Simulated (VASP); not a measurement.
# Co (Im-3m) in VASP: single point with PBE

Aim: the single point of Co with PBE.

Everything below comes from runs of VASP 6.6.1. Logs are shortened: lines on timing, memory, paths and dates and some standing lists are left out, and cuts for length are marked.

## Step 1: The cell of the first run

It takes space group Im-3m (No. 229, cubic). Conventional cell: a = 2.809 Å, b = 2.809 Å, c = 2.809 Å, α = 90.00°, β = 90.00°, γ = 90.00°. Co (site symmetry m-3m) has 14 Co at 2.43 to 2.81 Å within 3.2 Å.

This isn't the form of Co at room conditions, which is hcp.

## Step 2: Single point, PBE, collinear spin, antiferromagnetic start

Input file INCAR:

```
SYSTEM = Co
PREC     = Accurate       ! precision mode
ENCUT    = 520            ! plane-wave cutoff, eV
EDIFF    = 1E-6           ! SCF threshold, eV
ISMEAR   = 0              ! smearing method
SIGMA    = 0.05           ! smearing width, eV
LREAL    = .FALSE.        ! projectors in reciprocal space
LASPH    = .TRUE.         ! aspherical terms in the spheres
NELM     = 150            ! most SCF steps
ALGO     = Normal         ! electronic algorithm
ISIF     = 2              ! what is computed and relaxed
LWAVE    = .FALSE.        ! write WAVECAR
LCHARG   = .TRUE.         ! write CHGCAR
ISPIN    = 2              ! spin polarisation
MAGMOM   = 1.5 -1.5       ! initial moments
LORBIT   = 11             ! projections on sites
LMAXMIX  = 4              ! l up to which the mixer works
GGA      = PE             ! functional
LELF     = .TRUE.         ! ELF
LVHAR    = .TRUE.       
NBANDS   = 20             ! bands
```

Input file KPOINTS:

```
regular mesh
0
G
  20 20 10
  0 0 0
```

Input file POSCAR:

```
Co
1.0
    0.0000000000      2.8094906424      0.0000000000
    2.8094906424      0.0000000000      0.0000000000
    2.8094906424      2.8094906424     -2.8094906424
Co
2
Direct
    0.0000000000      0.0000000000      0.0000000000
    0.0000000000      0.0000000000      0.5000000000
```

Potentials or basis: VASP PAW PBE potentials, release 64 (Co).

Started as:

```
cat potpaw_PBE.64/Co/POTCAR > POTCAR
mpirun -np 1 vasp_std > vasp.out
```

OUTCAR:

```text
SYSTEM = Co
   PREC = Accurate
   ENCUT = 520
   EDIFF = 1E-6
   ISMEAR = 0
   LREAL = .FALSE.
   LASPH = .TRUE.
   NELM = 150
   ISIF = 2
   ISPIN = 2
   LORBIT = 11
   GGA = PE

 ion  position               nearest neighbor table
   1  0.000  0.000  0.000-   2 2.43   2 2.43   2 2.43   2 2.43   2 2.43   2 2.43   2 2.43   2 2.43

   2  0.000  0.000  0.500-   1 2.43   1 2.43   1 2.43   1 2.43   1 2.43   1 2.43   1 2.43   1 2.43

  LATTYP: Found a simple cubic cell.
 ALAT       =     2.8094906424

  Lattice vectors:

 A1 = (   0.0000000000,   2.8094906424,   0.0000000000)
 A2 = (   2.8094906424,   0.0000000000,   0.0000000000)
 A3 = (   0.0000000000,   0.0000000000,  -2.8094906424)

Analysis of symmetry for initial positions (statically):
=====================================================================
 Subroutine PRICEL returns following result:

  LATTYP: Found a body centered cubic cell.
 ALAT       =     2.8094906424
[... 12 lines left out ...]
 Subroutine GETGRP returns: Found 48 space group operations
 (whereof 48 operations were pure point group operations)
 out of a pool of 48 trial point group operations.

The static configuration has the point symmetry O_h .

Analysis of symmetry for dynamics (positions and initial velocities):
=====================================================================
 Subroutine PRICEL returns following result:

  LATTYP: Found a body centered cubic cell.
 ALAT       =     2.8094906424
[... 12 lines left out ...]
 Subroutine GETGRP returns: Found 48 space group operations
 (whereof 48 operations were pure point group operations)
 out of a pool of 48 trial point group operations.

The dynamic configuration has the point symmetry O_h .

Analysis of structural, dynamic, and magnetic symmetry:
=====================================================================
 Subroutine PRICEL returns following result:

  LATTYP: Found a body centered cubic cell.
 ALAT       =     2.8094906424
[... 12 lines left out ...]
 Subroutine GETGRP returns: Found 48 space group operations
 (whereof 48 operations were pure point group operations)
 out of a pool of 48 trial point group operations.

The overall configuration has the point symmetry O_h .

 Subroutine INISYM returns: Found 48 space group operations
 (whereof 48 operations are pure point group operations),
 and found     2 'primitive' translations

----------------------------------------------------------------------------------------

                                     Primitive cell

  volume of cell :      11.0880

  direct lattice vectors                    reciprocal lattice vectors
    -1.404745321 -1.404745321 -1.404745321    -0.355936405  0.000000000 -0.355936405
    -1.404745321  1.404745321  1.404745321    -0.355936405  0.355936405  0.000000000
[... 111 lines left out ...]
   IVDW    =     0    specifies the selected vdW correction
   LEPSILON=     F    determine dielectric tensor
   LRPA    =     F    only Hartree local field effects (RPA)
 spin polarized calculation
 Gauss-broadening in eV      SIGMA  =   0.05
  energy-cutoff  :      520.00
  volume of cell :       22.18
 maximum number of plane-waves:       624
 NGX is ok and might be reduce to    24
   NGX = 11   NGY = 11   NGZ = 19

 number of electron      18.0000000 magnetization       0.0000000

 number of electron      18.0000000 magnetization      -0.0000000

 Free energy of the ion-electron system (eV)
  ---------------------------------------------------
  ext. energy  EPLUGINS =         0.00000000
  ---------------------------------------------------
  free energy    TOTEN  =       -13.26262554 eV

  energy without entropy =      -13.25788682  energy(sigma->0) =      -13.26025618

 E-fermi :   9.8243     XC(G=0): -13.2862

 val. band max:        9.8154364133   @ k =  -0.0500   0.2000   0.1000
 cond. band min:       9.8252419088   @ k =  -0.1000   0.5000   0.3000
 fundamental gap:      0.0098054955
 Fermi energy:         9.8242739045

 spin component 1

 k-point     1 :       0.0000    0.0000    0.0000
  band No.  band energies     occupation
      1       1.1669      1.00000
      2       5.7140      1.00000
      3       5.7140      1.00000
      4       7.9956      1.00000
      5       7.9956      1.00000
      6       7.9956      1.00000
[... 541 lines left out ...]
     19      34.8518      0.00000
     20      35.3266      0.00000

 [... further k-points ...]

 spin component 2

 k-point     1 :       0.0000    0.0000    0.0000
  band No.  band energies     occupation
      1       1.1669      1.00000
      2       5.7140      1.00000
      3       5.7140      1.00000
      4       7.9956      1.00000
      5       7.9956      1.00000
      6       7.9956      1.00000
[... 541 lines left out ...]
     19      34.8518      0.00000
     20      35.3266      0.00000

 [... further k-points ...]

------------------------ aborting loop because EDIFF is reached ----------------------------------------

  FORCE on cell =-STRESS in cart. coord.  units (eV):
  Direction    XX          YY          ZZ          XY          YZ          ZX
  --------------------------------------------------------------------------------------
  -------------------------------------------------------------------------------------
  Total       -1.1869931     -1.1869931     -1.1869931      0.0000000     -0.0000000     -0.0000000
  in kB      -85.7582680    -85.7582680    -85.7582680      0.0000000     -0.0000000     -0.0000000
  external PRESSURE =     -85.7582680 kB  Pullay stress =       0.0000000 kB

 VOLUME and BASIS-vectors are now :
 -----------------------------------------------------------------------------
  energy-cutoff  :      520.00
  volume of cell :       22.18
      direct lattice vectors                 reciprocal lattice vectors
     0.000000000  2.809490642  0.000000000     0.000000000  0.355936405  0.355936405
     2.809490642  0.000000000  0.000000000     0.355936405  0.000000000  0.355936405
     2.809490642  2.809490642 -2.809490642     0.000000000  0.000000000 -0.355936405

 POSITION                                       TOTAL-FORCE (eV/Angst)
 -----------------------------------------------------------------------------------
      0.00000      0.00000      0.00000        -0.000000      0.000000     -0.000000
      1.40475      1.40475     -1.40475         0.000000     -0.000000      0.000000
 -----------------------------------------------------------------------------------
    total drift:                                0.000000      0.000000     -0.000000

  FREE ENERGIE OF THE ION-ELECTRON SYSTEM (eV)
  ---------------------------------------------------
  free  energy   TOTEN  =       -13.2626255400 eV

  energy  without entropy=      -13.2578868244  energy(sigma->0) =      -13.26025618

 total charge

# of ion       s       p       d       tot
------------------------------------------
    1        0.471   0.492   7.271   8.234
    2        0.471   0.492   7.271   8.234
--------------------------------------------------
tot          0.942   0.984  14.541  16.468

 magnetization (x)

# of ion       s       p       d       tot
------------------------------------------
    1        0.011   0.012   0.831   0.854
    2       -0.011  -0.012  -0.831  -0.854
--------------------------------------------------
tot          0.000   0.000   0.000   0.000
```

OSZICAR:

```text
N       E                     dE             d eps       ncg     rms          rms(c)
DAV:   1     0.865058702708E+02    0.86506E+02   -0.75925E+03 12304   0.117E+03
DAV:   2    -0.109699745910E+02   -0.97476E+02   -0.88218E+02 11936   0.217E+02
DAV:   3    -0.155443472787E+02   -0.45744E+01   -0.43351E+01 13048   0.566E+01
DAV:   4    -0.156248475874E+02   -0.80500E-01   -0.80374E-01 14476   0.659E+00
DAV:   5    -0.156272069342E+02   -0.23593E-02   -0.23591E-02 13752   0.103E+00    0.142E+01
DAV:   6    -0.136920624443E+02    0.19351E+01   -0.71867E+00 13008   0.558E+01    0.630E+00
DAV:   7    -0.132961380962E+02    0.39592E+00   -0.11981E+00 13212   0.206E+01    0.265E+00
DAV:   8    -0.132704810031E+02    0.25657E-01   -0.19425E-02 17424   0.192E+00    0.113E+00
DAV:   9    -0.132637239539E+02    0.67570E-02   -0.23107E-03 18872   0.767E-01    0.297E-01
DAV:  10    -0.132626388827E+02    0.10851E-02   -0.53471E-04 17388   0.393E-01    0.642E-02
DAV:  11    -0.132626218286E+02    0.17054E-04   -0.38746E-05 16128   0.681E-02    0.400E-02
DAV:  12    -0.132626248383E+02   -0.30096E-05   -0.33198E-06 14468   0.213E-02    0.971E-03
DAV:  13    -0.132626255400E+02   -0.70176E-06   -0.88935E-07  8036   0.124E-02
   1 F= -.13262626E+02 E0= -.13260256E+02  d E =-.473872E-02  mag=    -0.0000
```

It took 58 s on 1 thread of Intel Xeon 6975P-C (Granite Rapids), shared host; peak memory 0.23 GiB.

What came out:

```yaml
Free_energy: -13.2626 eV
Pressure: -8.6 GPa
Band_gap_on_the_k_mesh: zero (filled and empty bands overlap)
Net_moment: 0.00 μB per cell
Site_moments: Co +0.85, -0.85 μB
Valence_electrons_inside_the_program's_atomic_spheres: Co 8.23
```

Levels at points of the mesh, in eV from the Fermi level:
Spin up:
| k point | band 7 | band 8 | band 9 | band 10 | band 11 | band 12 |
| --- | --- | --- | --- | --- | --- | --- |
| (0.00, 0.00, 0.00) | -0.27 | -0.27 | 0.55 | 0.55 | 0.55 | 9.90 |
| (0.50, 0.00, 0.00) | -0.07 | 0.38 | 0.38 | 0.43 | 0.78 | 0.78 |
| (0.00, 0.00, 0.50) | -1.07 | -1.07 | -1.01 | -0.31 | 0.22 | 1.18 |
| (0.50, 0.50, 0.50) | -0.69 | -0.69 | 0.47 | 0.47 | 8.54 | 8.54 |
Spin down:
```csv
k point,band 7,band 8,band 9,band 10,band 11,band 12
"(0.00, 0.00, 0.00)",-0.27,-0.27,0.55,0.55,0.55,9.90
"(0.50, 0.00, 0.00)",-0.07,0.38,0.38,0.43,0.78,0.78
"(0.00, 0.00, 0.50)",-1.07,-1.07,-1.01,-0.31,0.22,1.18
"(0.50, 0.50, 0.50)",-0.69,-0.69,0.47,0.47,8.54,8.54
```

Caveat: the cell stands under tension.
